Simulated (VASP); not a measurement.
# MgO (I4/mmm) in VASP: notebook

Runs on MgO. Level: r2SCAN. Tasks: single point.

Everything below comes from runs of VASP 6.6.1. Logs are shortened: lines on timing, memory, paths and dates and some standing lists are left out, and cuts for length are marked.

### 1 The cell of the first run

Symmetry: I4/mmm, No. 139, tetragonal system. Conventional cell: a = 3.020 Å, b = 3.020 Å, c = 4.398 Å, α = 90.00°, β = 90.00°, γ = 90.00°. Mg (site symmetry 4/mmm) has 6 O at 2.14 to 2.20 Å within 2.8 Å. Within 2.8 Å of O (site symmetry 4/mmm) lie 6 Mg at 2.14 to 2.20 Å.

### 2 Single point, r2SCAN (strain +0.0300 x Voigt [1, 0, 0, 0, 0, 0])

File POSCAR:

```
MgO
1.0
    0.0000000000      2.1351500000      2.1351500000
    2.1992045000      0.0000000000      2.1351500000
    2.1992045000      2.1351500000      0.0000000000
Mg O
1 1
Direct
    0.0000000000      0.0000000000      0.0000000000
    0.5000000000      0.5000000000      0.5000000000
```

File INCAR.step1:

```
ALGO     = Normal         # electronic algorithm
EDIFF    = 1E-5           # SCF threshold, eV
ENCUT    = 920            # plane-wave cutoff, eV
GGA      = PE             # functional
GGA_COMPAT= False        
ISMEAR   = 0              # smearing method
LASPH    = True           # aspherical terms in the spheres
LCHARG   = False          # write CHGCAR
LREAL    = False          # projectors in reciprocal space
LWAVE    = True           # write WAVECAR
NBANDS   = 15             # bands
NELM     = 120            # most SCF steps
PREC     = Accurate       # precision mode
SIGMA    = 0.05           # smearing width, eV
```

File INCAR.step2:

```
ALGO     = Normal         # electronic algorithm
EDIFF    = 1E-6           # SCF threshold, eV
ENCUT    = 920            # plane-wave cutoff, eV
GGA_COMPAT= False        
ISIF     = 2              # what is computed and relaxed
ISMEAR   = 0              # smearing method
ISTART   = 1            
LASPH    = True           # aspherical terms in the spheres
LCHARG   = False          # write CHGCAR
LMIXTAU  = True         
LREAL    = False          # projectors in reciprocal space
LWAVE    = False          # write WAVECAR
METAGGA  = R2SCAN         # meta-GGA
NBANDS   = 15             # bands
NELM     = 120            # most SCF steps
PREC     = Accurate       # precision mode
SIGMA    = 0.05           # smearing width, eV
```

File KPOINTS:

```
k-points
0
Gamma
  10 10 10
```

Potentials or basis: VASP PAW PBE potentials, release 64 (Mg_sv, O).

The run is started by

```
> cat potpaw_PBE.64/Mg_sv/POTCAR potpaw_PBE.64/O/POTCAR > POTCAR
> cp INCAR.step1 INCAR
> mpirun -np 1 vasp_std > vasp.out
> cp INCAR.step2 INCAR
> mpirun -np 1 vasp_std > vasp.out
```

OUTCAR:

```text
EDIFF = 1E-6
   ENCUT = 920
   ISIF = 2
   ISMEAR = 0
   ISTART = 1
   LASPH = True
   LREAL = False
   METAGGA = R2SCAN
   NELM = 120
   PREC = Accurate

 ion  position               nearest neighbor table
   1  0.000  0.000  0.000-
   2  0.500  0.500  0.500-

  LATTYP: Found a body centered tetragonal cell.
 ALAT       =     3.0195580877
 C/A-ratio  =     1.4566399692

  Lattice vectors:

 A1 = (   2.1992045000,   0.0000000000,   2.1351500000)
 A2 = (   2.1992045000,   0.0000000000,  -2.1351500000)
 A3 = (  -2.1992045000,   2.1351500000,   0.0000000000)

Analysis of symmetry for initial positions (statically):
=====================================================================
 Subroutine PRICEL returns:
 Original cell was already a primitive cell.

 Routine SETGRP: Setting up the symmetry group for a
 body centered tetragonal supercell.

 Subroutine GETGRP returns: Found 16 space group operations
 (whereof 16 operations were pure point group operations)
 out of a pool of 16 trial point group operations.

The static configuration has the point symmetry D_4h.

Analysis of symmetry for dynamics (positions and initial velocities):
=====================================================================
 Subroutine PRICEL returns:
 Original cell was already a primitive cell.

 Routine SETGRP: Setting up the symmetry group for a
 body centered tetragonal supercell.

 Subroutine GETGRP returns: Found 16 space group operations
 (whereof 16 operations were pure point group operations)
 out of a pool of 16 trial point group operations.

The dynamic configuration has the point symmetry D_4h.

 Subroutine INISYM returns: Found 16 space group operations
 (whereof 16 operations are pure point group operations),
 and found     1 'primitive' translations

----------------------------------------------------------------------------------------

                                     Primitive cell

  volume of cell :      20.0518

  direct lattice vectors                    reciprocal lattice vectors
     0.000000000  2.135150000  2.135150000    -0.227354937  0.234175585  0.234175585
     2.199204500  0.000000000  2.135150000     0.227354937 -0.234175585  0.234175585
     2.199204500  2.135150000  0.000000000     0.227354937  0.234175585 -0.234175585

  length of vectors
     3.019558088  3.065186121  3.065186121     0.401704713  0.401704713  0.401704713

  position of ions in fractional coordinates (direct lattice)
     0.000000000  0.000000000  0.000000000
     0.500000000  0.500000000  0.500000000

  ion indices of the primitive-cell ions
   primitive index   ion index
                 1           1
                 2           2

----------------------------------------------------------------------------------------

 KPOINTS: k-points

Automatic generation of k-mesh.
 Grid dimensions read from file:
 generate k-points for:   10   10   10

 Generating k-lattice:

  Cartesian coordinates                     Fractional coordinates (reciprocal lattice)
    -0.022735494  0.023417558  0.023417558     0.100000000 -0.000000000 -0.000000000
     0.022735494 -0.023417558  0.023417558     0.000000000  0.100000000  0.000000000
     0.022735494  0.023417558 -0.023417558     0.000000000  0.000000000  0.100000000

  Length of vectors
     0.040170471  0.040170471  0.040170471

  Shift w.r.t. Gamma in fractional coordinates (k-lattice)
     0.000000000  0.000000000  0.000000000

 Subroutine IBZKPT returns following result:
 ===========================================

 Found    102 irreducible k-points:

 Following reciprocal coordinates:
            Coordinates               Weight
  0.000000  0.000000  0.000000      1.000000
  0.100000  0.000000  0.000000      8.000000
  0.200000  0.000000  0.000000      8.000000
  0.300000 -0.000000 -0.000000      8.000000
  0.400000  0.000000  0.000000      8.000000
  0.500000  0.000000  0.000000      4.000000
[... 16 lines left out ...]
  0.300000  0.300000  0.000000      4.000000
  0.400000  0.300000  0.000000     16.000000
 [... further k-points ...]
   k-points           NKPTS =    102   k-points in BZ     NKDIM =    102   number of bands    NBANDS=     15
   number of dos      NEDOS =    301   number of ions     NIONS =      2
   total plane-waves  NPLWV =  27000
   dimension x,y,z NGX =    30 NGY =   30 NGZ =   30
   dimension x,y,z NGXF=    60 NGYF=   60 NGZF=   60
   ions per type =               1   1
   NGX,Y,Z   is equivalent  to a cutoff of  16.52, 16.27, 16.27 a.u.
   NGXF,Y,Z  is equivalent  to a cutoff of  33.03, 32.54, 32.54 a.u.
 SYSTEM =  unknown system
   PREC   = accura    normal or accurate (medium, high low for compatibility)
   ISTART =      1    job   : 0-new  1-cont  2-samecut
   ICHARG =      0    charge: 1-file 2-atom 10-const
   ISPIN  =      1    spin polarized calculation?
   LNONCOLLINEAR =      F non collinear calculations
   LSORBIT =      F    spin-orbit coupling
   LASPH  =      T    aspherical Exc in radial PAW
   ENCUT  =  920.0 eV  67.62 Ry    8.22 a.u.   7.47  7.58  7.58*2*pi/ulx,y,z
   NELM   =    120;   NELMIN=  2; NELMDL=  0     # of ELM steps
   EDIFF  = 0.1E-05   stopping-criterion for ELM
   LREAL  =      F    real-space projection
   EDIFFG = 0.1E-04   stopping-criterion for IOM
   NSW    =      0    number of steps for IOM
   IBRION =     -1    ionic relax: 0-MD 1-quasi-New 2-CG
   NFREE  =      0    steps in history (QN), initial steepest desc. (CG)
   ISIF   =      2    stress and relaxation
   ISYM   =      2    0-nonsym 1-usesym 2-fastsym
   POTIM  = 0.5000    time-step for ionic-motion
   TEBEG  =    0.0;   TEEND  =   0.0 temperature during run
   PSTRESS=    0.0 pullay stress
   NELECT =      16.0000    total number of electrons
   NUPDOWN=      -1.0000    fix difference up-down
   EMIN   =  10.00;   EMAX   =-10.00  energy-range for DOS
   EFERMI =   0.00;   METHOD = LEGACY
   ISMEAR =     0;   SIGMA  =   0.05  broadening in eV -4-tet -1-fermi 0-gaus
   EFERMI_NEDOS =   21; number of points for ismear=-14 and -15
   IALGO  =     38    algorithm
   IMIX   =      4    mixing-type and parameters
     AMIX     =   0.40;   BMIX     =  1.00
     AMIX_MAG =   1.60;   BMIX_MAG =  1.00
  volume/ion in A,a.u.               =      10.03        67.66
  Fermi-wavevector in a.u.,A,eV,Ry     =   1.518439  2.869434 31.370370  2.305657
  Thomas-Fermi vector in A             =   2.627560
   LORBIT       =      0    0 simple, 1 ext, 2 COOP (PROOUT), +10 PAW based schemes
   METAGGA = R2SCAN    functional components
   LHFCALC =     F    Hartree Fock is set to
   AEXX    =    0.0000 exact exchange contribution
   IVDW    =     0    specifies the selected vdW correction
   LEPSILON=     F    determine dielectric tensor
   LRPA    =     F    only Hartree local field effects (RPA)
 non-spin polarized calculation
 Gauss-broadening in eV      SIGMA  =   0.05
  energy-cutoff  :      920.00
  volume of cell :       20.05
 maximum number of plane-waves:      1291
 NGX is ok and might be reduce to    30
   NGX = 15   NGY = 15   NGZ = 15

 number of electron      15.9999997 magnetization

 Free energy of the ion-electron system (eV)
  ---------------------------------------------------
  ext. energy  EPLUGINS =         0.00000000
  ---------------------------------------------------
  free energy    TOTEN  =       -16.10369408 eV

  energy without entropy =      -16.10369408  energy(sigma->0) =      -16.10369408

 E-fermi :   2.4444     XC(G=0): -11.6529

 val. band max:        2.0705181972   @ k =   0.0000   0.0000   0.0000
 cond. band min:       6.9871977950   @ k =   0.0000   0.0000   0.0000
 fundamental gap:      4.9166795977
 Fermi energy:         2.4444265561

 k-point     1 :       0.0000    0.0000    0.0000
  band No.  band energies     occupation
      1     -73.2131      2.00000
      2     -38.3188      2.00000
      3     -38.2976      2.00000
      4     -38.2976      2.00000
      5     -15.8180      2.00000
      6       2.0057      2.00000
      7       2.0057      2.00000
      8       2.0705      2.00000
      9       6.9872      0.00000
     10      18.2784      0.00000
     11      18.5794      0.00000
     12      18.5794      0.00000
     13      22.3833      0.00000
     14      23.6770      0.00000
     15      24.6188      0.00000

 k-point     2 :       0.1000    0.0000    0.0000
  band No.  band energies     occupation
      1     -73.2126      2.00000
      2     -38.3214      2.00000
      3     -38.3018      2.00000
      4     -38.2980      2.00000
      5     -15.7245      2.00000
      6       1.4186      2.00000
      7       1.9496      2.00000
      8       1.9839      2.00000
      9       7.6012      0.00000
     10      17.2419      0.00000
     11      18.5963      0.00000
     12      18.8155      0.00000
     13      22.9367      0.00000
     14      23.7644      0.00000
     15      23.9714      0.00000

 k-point     3 :       0.2000    0.0000    0.0000
  band No.  band energies     occupation
      1     -73.2112      2.00000
      2     -38.3315      2.00000
      3     -38.3096      2.00000
      4     -38.2993      2.00000
      5     -15.4698      2.00000
      6       0.1803      2.00000
      7       1.8065      2.00000
      8       1.8125      2.00000
      9       8.8139      0.00000
     10      15.7104      0.00000
     11      18.9689      0.00000
     12      19.3101      0.00000
     13      22.3435      0.00000
     14      22.9427      0.00000
     15      24.7444      0.00000

 k-point     4 :       0.3000   -0.0000   -0.0000
  band No.  band energies     occupation
      1     -73.2095      2.00000
      2     -38.3483      2.00000
      3     -38.3148      2.00000
      4     -38.3007      2.00000
      5     -15.1315      2.00000
      6      -1.0516      2.00000
      7       1.6119      2.00000
      8       1.6370      2.00000
      9       9.8369      0.00000
     10      14.9303      0.00000
     11      18.9195      0.00000
     12      19.4614      0.00000
     13      22.9375      0.00000
     14      23.2699      0.00000
     15      24.1772      0.00000
[... 307 lines left out ...]
 k-point    22 :      -0.2000    0.2000   -0.0000
  band No.  band energies     occupation
      1     -73.2089      2.00000
      2     -38.3474      2.00000
      3     -38.3138      2.00000
      4     -38.3096      2.00000
      5     -15.0414      2.00000
      6      -0.8307      2.00000
      7       0.7870      2.00000
      8       1.6149      2.00000
      9      10.7398      0.00000
     10      14.6454      0.00000
     11      17.5494      0.00000
     12      20.1821      0.00000
     13      21.0265      0.00000
     14      23.9595      0.00000
     15      27.5100      0.00000

 k-point    23 :       0.3000    0.3000    0.0000
  band No.  band energies     occupation
      1     -73.2081      2.00000
      2     -38.3345      2.00000
      3     -38.3317      2.00000
      4     -38.3136      2.00000
      5     -14.9483      2.00000
      6      -0.9172      2.00000
      7       1.0503      2.00000
      8       1.2033      2.00000
      9      11.1521      0.00000
     10      13.1813      0.00000
     11      17.1136      0.00000
     12      20.1427      0.00000
     13      20.4859      0.00000
     14      26.5804      0.00000
     15      29.8383      0.00000

 k-point    24 :       0.4000    0.3000    0.0000
  band No.  band energies     occupation
      1     -73.2069      2.00000
      2     -38.3442      2.00000
      3     -38.3330      2.00000
      4     -38.3167      2.00000
      5     -14.7433      2.00000
      6      -1.3006      2.00000
      7       0.7716      2.00000
      8       1.0094      2.00000
      9      11.9426      0.00000
     10      12.8595      0.00000
     11      16.2532      0.00000
     12      20.4026      0.00000
     13      20.8721      0.00000
     14      27.3285      0.00000
     15      29.3143      0.00000

 [... further k-points ...]
[... 5 lines left out ...]
  --------------------------------------------------------------------------------------
  -------------------------------------------------------------------------------------
  Total       -1.5838002     -1.1101550     -1.1101550      0.0000000      0.0000000      0.0000000
  in kB     -126.5489593    -88.7037152    -88.7037152      0.0000000      0.0000000      0.0000000
  external PRESSURE =    -101.3187966 kB  Pullay stress =       0.0000000 kB

 VOLUME and BASIS-vectors are now :
 -----------------------------------------------------------------------------
  energy-cutoff  :      920.00
  volume of cell :       20.05
      direct lattice vectors                 reciprocal lattice vectors
     0.000000000  2.135150000  2.135150000    -0.227354937  0.234175585  0.234175585
     2.199204500  0.000000000  2.135150000     0.227354937 -0.234175585  0.234175585
     2.199204500  2.135150000  0.000000000     0.227354937  0.234175585 -0.234175585

 POSITION                                       TOTAL-FORCE (eV/Angst)
 -----------------------------------------------------------------------------------
      0.00000      0.00000      0.00000         0.000000     -0.000000      0.000000
      2.19920      2.13515      2.13515         0.000000      0.000000     -0.000000
 -----------------------------------------------------------------------------------
    total drift:                                0.000000      0.000000      0.000000

  FREE ENERGIE OF THE ION-ELECTRON SYSTEM (eV)
  ---------------------------------------------------
  free  energy   TOTEN  =       -16.1036940770 eV

  energy  without entropy=      -16.1036940770  energy(sigma->0) =      -16.10369408
```

It took 4.4 min on 1 thread of Intel Xeon Platinum 8259CL at 2.50GHz (Skylake/Cascade Lake), shared host; peak memory 0.21 GiB.

What came out:

| Item | Value |
| --- | --- |
| Free energy | -16.1037 eV |
| Pressure | -10.1 GPa |
| Band gap on the k mesh | 4.92 eV |

Stress tensor (GPa, compression positive):
```
-12.65   0.00   0.00
  0.00  -8.87   0.00
  0.00   0.00  -8.87
```

Levels at points of the mesh, in eV from the valence-band top:
```
           k point  band 6  band 7  band 8  band 9  band 10  band 11
(0.00, 0.00, 0.00)   -0.06   -0.06    0.00    4.92    16.21    16.51
(0.50, 0.00, 0.00)   -4.33   -0.67   -0.61    8.32    12.97    16.43
(0.50, 0.50, 0.00)   -3.81   -1.44   -1.26    9.80    10.34    13.63
(0.00, 0.50, 0.50)   -3.89   -1.23   -1.23   10.09    10.37    13.24
```

Caveat: the cell differs from its parent crystal (strain +0.0300 x Voigt [1, 0, 0, 0, 0, 0]); the cell stands under tension; the PAW data sets were made with another functional, which shifts forces and pressure a little.

### 3 Single point, r2SCAN (strain -0.0150 x Voigt [1, 0, 0, 0, 0, 0])

File POSCAR:

```
MgO
1.0
    0.0000000000      2.1351500000      2.1351500000
    2.1031227500      0.0000000000      2.1351500000
    2.1031227500      2.1351500000      0.0000000000
Mg O
1 1
Direct
    0.0000000000      0.0000000000      0.0000000000
    0.5000000000      0.5000000000      0.5000000000
```

File INCAR.step1:

```
PREC     = Accurate       # precision mode
ENCUT    = 920            # plane-wave cutoff, eV
ISMEAR   = 0              # smearing method
SIGMA    = 0.05           # smearing width, eV
LREAL    = F              # projectors in reciprocal space
LASPH    = T              # aspherical terms in the spheres
NELM     = 120            # most SCF steps
NBANDS   = 15             # bands
GGA      = PE             # functional
ALGO     = Normal         # electronic algorithm
EDIFF    = 1E-5           # SCF threshold, eV
LWAVE    = T              # write WAVECAR
LCHARG   = F              # write CHGCAR
GGA_COMPAT= F
```

File INCAR.step2:

```
PREC     = Accurate       # precision mode
ENCUT    = 920            # plane-wave cutoff, eV
EDIFF    = 1E-6           # SCF threshold, eV
ISMEAR   = 0              # smearing method
SIGMA    = 0.05           # smearing width, eV
LREAL    = F              # projectors in reciprocal space
LASPH    = T              # aspherical terms in the spheres
NELM     = 120            # most SCF steps
ALGO     = Normal         # electronic algorithm
ISIF     = 2              # what is computed and relaxed
LWAVE    = F              # write WAVECAR
LCHARG   = T              # write CHGCAR
METAGGA  = R2SCAN         # meta-GGA
LMIXTAU  = T            
LELF     = T              # ELF
LVHAR    = T            
NBANDS   = 15             # bands
ISTART   = 1            
GGA_COMPAT= F
```

File KPOINTS:

```
Automatic mesh
0
Gamma
  10 10 10
```

Potentials or basis: VASP PAW PBE potentials, release 64 (Mg_sv, O).

The run is started by

```
> cat potpaw_PBE.64/Mg_sv/POTCAR potpaw_PBE.64/O/POTCAR > POTCAR
> cp INCAR.step1 INCAR
> mpirun -np 1 vasp_std > vasp.out
> cp INCAR.step2 INCAR
> mpirun -np 1 vasp_std > vasp.out
```

Run time: 2.8 min. Hardware: 1 thread of Intel Xeon Platinum 8488C (Sapphire Rapids), shared host; peak memory 0.21 GiB.

Results (log left out):

| Item | Value |
| --- | --- |
| Free energy | -16.1464 eV |
| Pressure | -4.3 GPa |
| Band gap on the k mesh | 5.37 eV |

Stress tensor (GPa, compression positive):
```
-2.46  0.00  0.00
 0.00 -5.22  0.00
 0.00  0.00 -5.22
```

Levels at points of the mesh, in eV from the valence-band top:
```
           k point  band 4  band 5  band 6  band 7  band 8  band 9  band 10  band 11  band 12  band 13
(0.00, 0.00, 0.00)  -40.16  -18.07   -0.03    0.00    0.00    5.37    16.65    16.65    16.80    20.73
(0.50, 0.00, 0.00)  -40.17  -16.86   -4.49   -0.67   -0.64    8.64    13.52    17.05    17.40    22.08
(0.50, 0.50, 0.00)  -40.19  -16.67   -4.00   -1.37   -1.27   10.05    10.86    13.94    19.95    20.25
(0.00, 0.50, 0.50)  -40.20  -16.63   -3.94   -1.38   -1.38    9.89    10.85    14.15    19.92    19.92
```

Caveat: the cell differs from its parent crystal (strain -0.0150 x Voigt [1, 0, 0, 0, 0, 0]); the cell stands under tension; the PAW data sets were made with another functional, which shifts forces and pressure a little.
